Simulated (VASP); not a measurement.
A run of VASP 6.6.1 is set up as follows.

File POSCAR:

```
CdI2
1.0
    4.2857049067      0.0000000000      0.0000000000
   -2.1428524533      3.7115293223      0.0000000000
    0.0000000000      0.0000000000      7.2187033011
Cd I
1 2
Direct
    0.0000000000      0.0000000000      0.0000000000
    0.3333333333      0.6666666667      0.2378241560
    0.6666666667      0.3333333333      0.7621758440
```

File INCAR.step1:

```
  ALGO = Normal
  EDIFF = 1E-5
  ENCUT = 550
  GGA = PE
  GGA_COMPAT = False
  ISMEAR = 0
  LASPH = True
  LCHARG = False
  LREAL = False
  LWAVE = True
  NBANDS = 20
  NELM = 120
  PREC = Accurate
  SIGMA = 0.02
```

Contents of INCAR.step2:

```
  ALGO = Normal
  EDIFF = 1E-6
  ENCUT = 550
  GGA_COMPAT = False
  ISIF = 2
  ISMEAR = 0
  ISTART = 1
  LASPH = True
  LCHARG = False
  LMIXTAU = True
  LREAL = False
  LWAVE = False
  METAGGA = R2SCAN
  NBANDS = 20
  NELM = 120
  PREC = Accurate
  SIGMA = 0.02
```

The input KPOINTS:

```
k-points
0
Gamma
  6 6 4
```

Potentials or basis: VASP PAW PBE potentials, release 64 (Cd, I).

The run is started by

```bash
$ cat potpaw_PBE.64/Cd/POTCAR potpaw_PBE.64/I/POTCAR > POTCAR
$ cp INCAR.step1 INCAR
$ mpirun -np 1 vasp_std > vasp.out
$ cp INCAR.step2 INCAR
$ mpirun -np 1 vasp_std > vasp.out
```

**Question.** Estimate the band gap on the k mesh.

**Answer.** 2.84 eV (least direct gap 3.11 eV).

**Question.** What does it give for the pressure?

**Answer.** 0.1 GPa.

Forces in eV/Å, atoms in the order of the input:
```
Cd   0.000  0.000  0.000
I    0.000  0.000  0.021
I    0.000  0.000 -0.021
```

Caveat: the PAW data sets were made with another functional, which shifts forces and pressure a little; spin-orbit coupling is left out, which moves the levels of the heavy elements. A k mesh can miss the band edges.
